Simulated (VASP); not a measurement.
A run of VASP 6.6.1 is set up as follows.

File POSCAR:

```
SnTe
1.0
    0.0000000000      3.6111460000      3.6111460000
    3.6111460000      0.0000000000      3.6111460000
    3.6111460000      3.6111460000      0.0000000000
Sn Te
1 1
Direct
    0.0000000000      0.0000000000      0.0000000000
    0.7527692040      0.7527692040      0.7472307960
```

The input INCAR.step1:

```
PREC     = Accurate       # precision mode
ENCUT    = 520            # plane-wave cutoff, eV
ISMEAR   = 0              # smearing method
SIGMA    = 0.01           # smearing width, eV
LREAL    = False          # projectors in reciprocal space
LASPH    = True           # aspherical terms in the spheres
NELM     = 100            # most SCF steps
NBANDS   = 17             # bands
GGA      = PE             # functional
ALGO     = Normal         # electronic algorithm
EDIFF    = 1E-4           # SCF threshold, eV
LWAVE    = True           # write WAVECAR
LCHARG   = False          # write CHGCAR
```

Contents of INCAR.step2:

```
PREC     = Accurate       # precision mode
ENCUT    = 520            # plane-wave cutoff, eV
EDIFF    = 1E-7           # SCF threshold, eV
ISMEAR   = 0              # smearing method
SIGMA    = 0.01           # smearing width, eV
LREAL    = False          # projectors in reciprocal space
LASPH    = True           # aspherical terms in the spheres
NELM     = 100            # most SCF steps
ALGO     = Normal         # electronic algorithm
ISIF     = 2              # what is computed and relaxed
LWAVE    = False          # write WAVECAR
LCHARG   = True           # write CHGCAR
METAGGA  = R2SCAN         # meta-GGA
LMIXTAU  = True         
LELF     = True           # ELF
LVHAR    = True         
NBANDS   = 17             # bands
ISTART   = 1
```

Contents of KPOINTS:

```
Automatic mesh
0
Gamma
  4 4 4
```

Potentials or basis: VASP PAW PBE potentials, release 64 (Sn_d, Te).

Launch:

```bash
$ cat potpaw_PBE.64/Sn_d/POTCAR potpaw_PBE.64/Te/POTCAR > POTCAR
$ cp INCAR.step1 INCAR
$ mpirun -np 1 vasp_std > vasp.out
$ cp INCAR.step2 INCAR
$ mpirun -np 1 vasp_std > vasp.out
```

(1) Predict the band gap on the k mesh.

(2) Predict the largest force.

Results:

(1) 0.16 eV, indirect (least direct gap 0.90 eV).

(2) 0.048 eV/Å.

Caveat: the PAW data sets were made with another functional, which shifts forces and pressure a little; spin-orbit coupling is left out, which moves the levels of the heavy elements.
